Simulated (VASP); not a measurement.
# Ti5W (Cmmm) in VASP: single point with PBE

Aim: the single point of Ti5W with PBE.

All numbers are computed with VASP 6.6.1; they aren't measurements. Logs are shortened: lines on timing, memory, paths and dates and some standing lists are left out, and cuts for length are marked.

### 1 The cell of the first run

It takes space group Cmmm (No. 65, orthorhombic). The conventional cell has a = 3.125 Å, b = 4.654 Å, c = 13.989 Å, α = 90.00°, β = 90.00°, γ = 90.00°. Within 3.7 Å of Ti (site symmetry mm2) lie 14 Ti at 2.80 to 3.36 Å. Within 3.6 Å of Ti (site symmetry mm2) lie 4 W at 2.70 to 3.21 Å and 10 Ti at 2.80 to 3.36 Å. Ti (site symmetry mmm) has 14 Ti at 2.80 to 3.32 Å within 3.7 Å. W (site symmetry mmm) has 8 Ti at 2.70 to 3.21 Å and 6 W at 2.80 to 3.13 Å within 3.6 Å.

### 2 Single point, PBE, collinear spin

Input file INCAR:

```
ALGO = Normal
EDIFF = 1E-6
ENCUT = 520
GGA = PE
ISIF = 2
ISMEAR = 0
ISPIN = 2
LASPH = True
LCHARG = False
LMAXMIX = 4
LORBIT = 11
LREAL = False
LWAVE = False
MAGMOM = 1 1 1 1 1 0
NBANDS = 50
NELM = 150
PREC = Accurate
SIGMA = 0.1
```

Input file KPOINTS:

```
k-points
0
Gamma
  6 6 2
```

Input file POSCAR:

```
Ti5W
1.0
    1.5625830000     -2.3267640000      0.0000000000
    1.5625830000      2.3267640000      0.0000000000
    0.0000000000      0.0000000000     13.9888008000
Ti W
5 1
Direct
    0.0000000000      0.0000000000      0.8309450000
    0.5000000000      0.5000000000      0.6577730000
    0.5000000000      0.5000000000      0.3422270000
    0.0000000000      0.0000000000      0.1690550000
    0.5000000000      0.5000000000      0.0000000000
    0.0000000000      0.0000000000      0.5000000000
```

Potentials or basis: VASP PAW PBE potentials, release 64 (Ti_sv, W_sv).

The run is started by

```
$ cat potpaw_PBE.64/Ti_sv/POTCAR potpaw_PBE.64/W_sv/POTCAR > POTCAR
$ mpirun -np 1 vasp_std > vasp.out
```

OUTCAR:

```text
EDIFF = 1E-6
   ENCUT = 520
   GGA = PE
   ISIF = 2
   ISMEAR = 0
   ISPIN = 2
   LASPH = True
   LORBIT = 11
   LREAL = False
   NELM = 150
   PREC = Accurate

 ion  position               nearest neighbor table
   1  0.000  0.000  0.831-   5 2.83   5 2.83   2 2.88   2 2.88
   2  0.500  0.500  0.658-   6 2.70   6 2.70   1 2.88   1 2.88
   3  0.500  0.500  0.342-   6 2.70   6 2.70   4 2.88   4 2.88
   4  0.000  0.000  0.169-   5 2.83   5 2.83   3 2.88   3 2.88
   5  0.500  0.500  0.000-   1 2.83   4 2.83   1 2.83   4 2.83
   6  0.000  0.000  0.500-   2 2.70   3 2.70   2 2.70   3 2.70

  LATTYP: Found a base centered orthorhombic cell.
 ALAT       =     3.1251660000
 B/A-ratio  =     1.4890498617
 C/A-ratio  =     4.4761784814

  Lattice vectors:

 A1 = (   1.5625830000,  -2.3267640000,   0.0000000000)
 A2 = (   1.5625830000,   2.3267640000,   0.0000000000)
 A3 = (   0.0000000000,   0.0000000000,  13.9888008000)

Analysis of symmetry for initial positions (statically):
=====================================================================
 Subroutine PRICEL returns:
 Original cell was already a primitive cell.

 Routine SETGRP: Setting up the symmetry group for a
 base centered orthorhombic supercell.

 Subroutine GETGRP returns: Found  8 space group operations
 (whereof  8 operations were pure point group operations)
 out of a pool of  8 trial point group operations.

The static configuration has the point symmetry D_2h.

Analysis of symmetry for dynamics (positions and initial velocities):
=====================================================================
 Subroutine PRICEL returns:
 Original cell was already a primitive cell.

 Routine SETGRP: Setting up the symmetry group for a
 base centered orthorhombic supercell.

 Subroutine GETGRP returns: Found  8 space group operations
 (whereof  8 operations were pure point group operations)
 out of a pool of  8 trial point group operations.

The dynamic configuration has the point symmetry D_2h.

Analysis of structural, dynamic, and magnetic symmetry:
=====================================================================
 Subroutine PRICEL returns:
 Original cell was already a primitive cell.

 Routine SETGRP: Setting up the symmetry group for a
 base centered orthorhombic supercell.

 Subroutine GETGRP returns: Found  8 space group operations
 (whereof  8 operations were pure point group operations)
 out of a pool of  8 trial point group operations.

The overall configuration has the point symmetry D_2h.

 Subroutine INISYM returns: Found  8 space group operations
 (whereof  8 operations are pure point group operations),
 and found     1 'primitive' translations

----------------------------------------------------------------------------------------

                                     Primitive cell

  volume of cell :     101.7199

  direct lattice vectors                    reciprocal lattice vectors
     1.562583000 -2.326764000  0.000000000     0.319983003 -0.214890724  0.000000000
     1.562583000  2.326764000  0.000000000     0.319983003  0.214890724  0.000000000
     0.000000000  0.000000000 13.988800800     0.000000000  0.000000000  0.071485756

  length of vectors
     2.802765838  2.802765838 13.988800800     0.385444088  0.385444088  0.071485756

  position of ions in fractional coordinates (direct lattice)
     0.000000000  0.000000000  0.830945000
     0.500000000  0.500000000  0.657773000
     0.500000000  0.500000000  0.342227000
     0.000000000  0.000000000  0.169055000
     0.500000000  0.500000000  0.000000000
     0.000000000  0.000000000  0.500000000

  ion indices of the primitive-cell ions
   primitive index   ion index
                 1           1
                 2           2
                 3           3
                 4           4
                 5           5
                 6           6

----------------------------------------------------------------------------------------

 KPOINTS: k-points

Automatic generation of k-mesh.
 Grid dimensions read from file:
 generate k-points for:    6    6    2

 Generating k-lattice:

  Cartesian coordinates                     Fractional coordinates (reciprocal lattice)
     0.053330500 -0.035815121  0.000000000     0.166666667 -0.000000000  0.000000000
     0.053330500  0.035815121  0.000000000    -0.000000000  0.166666667  0.000000000
     0.000000000  0.000000000  0.035742878     0.000000000  0.000000000  0.500000000

  Length of vectors
     0.064240681  0.064240681  0.035742878

  Shift w.r.t. Gamma in fractional coordinates (k-lattice)
     0.000000000  0.000000000  0.000000000

 Subroutine IBZKPT returns following result:
 ===========================================

 Found     26 irreducible k-points:

 Following reciprocal coordinates:
            Coordinates               Weight
  0.000000  0.000000  0.000000      1.000000
  0.166667 -0.000000  0.000000      4.000000
  0.333333 -0.000000  0.000000      4.000000
  0.500000  0.000000  0.000000      2.000000
  0.166667  0.166667  0.000000      2.000000
  0.333333  0.166667  0.000000      4.000000
[... 16 lines left out ...]
  0.333333  0.333333  0.500000      2.000000
  0.500000  0.333333  0.500000      4.000000
 [... further k-points ...]
   k-points           NKPTS =     26   k-points in BZ     NKDIM =     26   number of bands    NBANDS=     50
   number of dos      NEDOS =    301   number of ions     NIONS =      6
   total plane-waves  NPLWV =  62208
   dimension x,y,z NGX =    24 NGY =   24 NGZ =  108
   dimension x,y,z NGXF=    48 NGYF=   48 NGZF=  216
   ions per type =               5   1
   NGX,Y,Z   is equivalent  to a cutoff of  14.24, 14.24, 12.83 a.u.
   NGXF,Y,Z  is equivalent  to a cutoff of  28.47, 28.47, 25.67 a.u.
 SYSTEM =  unknown system
   PREC   = accura    normal or accurate (medium, high low for compatibility)
   ISTART =      0    job   : 0-new  1-cont  2-samecut
   ICHARG =      2    charge: 1-file 2-atom 10-const
   ISPIN  =      2    spin polarized calculation?
   LNONCOLLINEAR =      F non collinear calculations
   LSORBIT =      F    spin-orbit coupling
   LASPH  =      T    aspherical Exc in radial PAW
   ENCUT  =  520.0 eV  38.22 Ry    6.18 a.u.   5.21  5.21 26.01*2*pi/ulx,y,z
   NELM   =    150;   NELMIN=  2; NELMDL= -5     # of ELM steps
   EDIFF  = 0.1E-05   stopping-criterion for ELM
   LREAL  =      F    real-space projection
   EDIFFG = 0.1E-04   stopping-criterion for IOM
   NSW    =      0    number of steps for IOM
   IBRION =     -1    ionic relax: 0-MD 1-quasi-New 2-CG
   NFREE  =      0    steps in history (QN), initial steepest desc. (CG)
   ISIF   =      2    stress and relaxation
   ISYM   =      2    0-nonsym 1-usesym 2-fastsym
   POTIM  = 0.5000    time-step for ionic-motion
   TEBEG  =    0.0;   TEEND  =   0.0 temperature during run
   PSTRESS=    0.0 pullay stress
   NELECT =      74.0000    total number of electrons
   NUPDOWN=      -1.0000    fix difference up-down
   EMIN   =  10.00;   EMAX   =-10.00  energy-range for DOS
   EFERMI =   0.00;   METHOD = LEGACY
   ISMEAR =     0;   SIGMA  =   0.10  broadening in eV -4-tet -1-fermi 0-gaus
   EFERMI_NEDOS =   21; number of points for ismear=-14 and -15
   IALGO  =     38    algorithm
   IMIX   =      4    mixing-type and parameters
     AMIX     =   0.40;   BMIX     =  1.00
     AMIX_MAG =   1.60;   BMIX_MAG =  1.00
  volume/ion in A,a.u.               =      16.95       114.41
  Fermi-wavevector in a.u.,A,eV,Ry     =   1.472369  2.782375 29.495682  2.167871
  Thomas-Fermi vector in A             =   2.587392
   LORBIT       =     11    0 simple, 1 ext, 2 COOP (PROOUT), +10 PAW based schemes
   GGA     = PE    functional components
   LHFCALC =     F    Hartree Fock is set to
   AEXX    =    0.0000 exact exchange contribution
   IVDW    =     0    specifies the selected vdW correction
   LEPSILON=     F    determine dielectric tensor
   LRPA    =     F    only Hartree local field effects (RPA)
 spin polarized calculation
 Gauss-broadening in eV      SIGMA  =   0.10
  energy-cutoff  :      520.00
  volume of cell :      101.72
 maximum number of plane-waves:      2756
 NGX is ok and might be reduce to    24
   NGX = 11   NGY = 11   NGZ = 53

 number of electron      74.0000015 magnetization       1.3483848

 Free energy of the ion-electron system (eV)
  ---------------------------------------------------
  ext. energy  EPLUGINS =         0.00000000
  ---------------------------------------------------
  free energy    TOTEN  =       -51.65758623 eV

  energy without entropy =      -51.59657028  energy(sigma->0) =      -51.62707825

 E-fermi :   8.5926     XC(G=0): -11.8764

 val. band max:        8.5911262872   @ k =   0.3333  -0.0000   0.5000
 cond. band min:       8.5938031453   @ k =   0.5000   0.0000   0.5000
 fundamental gap:      0.0026768580
 Fermi energy:         8.5925864583

 spin component 1

 k-point     1 :       0.0000    0.0000    0.0000
  band No.  band energies     occupation
      1     -64.7049      1.00000
      2     -48.0658      1.00000
      3     -48.0163      1.00000
      4     -47.9793      1.00000
      5     -47.8902      1.00000
      6     -47.8885      1.00000
[... 41 lines left out ...]
     48      10.8106      0.00000
     49      10.8224      0.00000

 k-point     2 :       0.1667   -0.0000    0.0000
  band No.  band energies     occupation
      1     -64.6912      1.00000
      2     -48.0402      1.00000
      3     -47.9954      1.00000
      4     -47.9643      1.00000
      5     -47.8717      1.00000
      6     -47.8706      1.00000
[... 1136 lines left out ...]
 k-point    24 :       0.5000    0.3333    0.5000
  band No.  band energies     occupation
      1     -64.6250      1.00000
      2     -47.9377      1.00000
      3     -47.9013      1.00000
      4     -47.8799      1.00000
      5     -47.7804      1.00000
      6     -47.7802      1.00000
[... 41 lines left out ...]
     48      11.2644      0.00000
     49      11.5290      0.00000

 [... further k-points ...]

 spin component 2

 k-point     1 :       0.0000    0.0000    0.0000
  band No.  band energies     occupation
      1     -64.6972      1.00000
      2     -47.8602      1.00000
      3     -47.8512      1.00000
      4     -47.8128      1.00000
      5     -47.8000      1.00000
      6     -47.7324      1.00000
[... 41 lines left out ...]
     48      10.9740      0.00000
     49      11.0204      0.00000

 k-point     2 :       0.1667   -0.0000    0.0000
  band No.  band energies     occupation
      1     -64.6836      1.00000
      2     -47.8353      1.00000
      3     -47.8282      1.00000
      4     -47.7939      1.00000
      5     -47.7838      1.00000
      6     -47.7179      1.00000
[... 1136 lines left out ...]
 k-point    24 :       0.5000    0.3333    0.5000
  band No.  band energies     occupation
      1     -64.6174      1.00000
      2     -47.7345      1.00000
      3     -47.7300      1.00000
      4     -47.7038      1.00000
      5     -47.6973      1.00000
      6     -47.6338      1.00000
[... 41 lines left out ...]
     48      11.3266      0.00000
     49      11.6645      0.00000

 [... further k-points ...]

 [bands above 49 left out]

------------------------ aborting loop because EDIFF is reached ----------------------------------------

  FORCE on cell =-STRESS in cart. coord.  units (eV):
  Direction    XX          YY          ZZ          XY          YZ          ZX
  --------------------------------------------------------------------------------------
  -------------------------------------------------------------------------------------
  Total       -0.0517666      0.3133521     -0.0853996      0.0000000      0.0000000      0.0000000
  in kB       -0.8153698      4.9355691     -1.3451190      0.0000000      0.0000000      0.0000000
  external PRESSURE =       0.9250267 kB  Pullay stress =       0.0000000 kB

 VOLUME and BASIS-vectors are now :
 -----------------------------------------------------------------------------
  energy-cutoff  :      520.00
  volume of cell :      101.72
      direct lattice vectors                 reciprocal lattice vectors
     1.562583000 -2.326764000  0.000000000     0.319983003 -0.214890724  0.000000000
     1.562583000  2.326764000  0.000000000     0.319983003  0.214890724  0.000000000
     0.000000000  0.000000000 13.988800800     0.000000000  0.000000000  0.071485756

 POSITION                                       TOTAL-FORCE (eV/Angst)
 -----------------------------------------------------------------------------------
      0.00000      0.00000     11.62392         0.000000      0.000000      0.011820
      1.56258      0.00000      9.20146        -0.000000      0.000000     -0.013961
      1.56258      0.00000      4.78735        -0.000000      0.000000      0.013961
      0.00000      0.00000      2.36488         0.000000      0.000000     -0.011820
      1.56258      0.00000      0.00000         0.000000     -0.000000      0.000000
      0.00000      0.00000      6.99440         0.000000      0.000000      0.000000
 -----------------------------------------------------------------------------------
    total drift:                               -0.000000     -0.000000      0.000000

  FREE ENERGIE OF THE ION-ELECTRON SYSTEM (eV)
  ---------------------------------------------------
  free  energy   TOTEN  =       -51.6575862285 eV

  energy  without entropy=      -51.5965702811  energy(sigma->0) =      -51.62707825

 total charge

# of ion       s       p       d       tot
------------------------------------------
    1        2.243   6.114   1.905  10.262
    2        2.241   6.141   1.926  10.309
    3        2.241   6.141   1.926  10.309
    4        2.243   6.114   1.905  10.262
    5        2.245   6.114   1.918  10.276
    6        2.415   6.255   3.386  12.056
--------------------------------------------------
tot         13.629  36.879  12.966  63.474

 magnetization (x)

# of ion       s       p       d       tot
------------------------------------------
    1        0.002   0.023   0.191   0.216
    2        0.001   0.008   0.068   0.077
    3        0.001   0.008   0.068   0.077
    4        0.002   0.023   0.191   0.216
    5        0.003   0.028   0.279   0.310
    6        0.000   0.005   0.014   0.019
--------------------------------------------------
tot          0.007   0.097   0.810   0.914
```

Wall time 9.2 min (1 thread of Intel Xeon 8259CL, shared host); peak memory 0.4 GiB.

What came out:

```yaml
Free_energy: -51.6576 eV
Pressure: 0.1 GPa
Largest_force: 0.014 eV/Å
Net_moment: 1.35 μB per cell
Site_moments: Ti +0.22, +0.08, +0.31 (each value once); W +0.02 μB
Valence_electrons_inside_the_program's_atomic_spheres: Ti 10.26, 10.31, 10.28 (each value once); W 12.06
```

Forces in eV/Å, atoms in the order of the input:
```
Ti   0.000  0.000  0.012
Ti   0.000  0.000 -0.014
Ti   0.000  0.000  0.014
Ti   0.000  0.000 -0.012
Ti   0.000  0.000  0.000
W    0.000  0.000  0.000
```

Caveat: the k points lie up to 0.40 Å⁻¹ apart; spin-orbit coupling is left out, which moves the levels of the heavy elements.
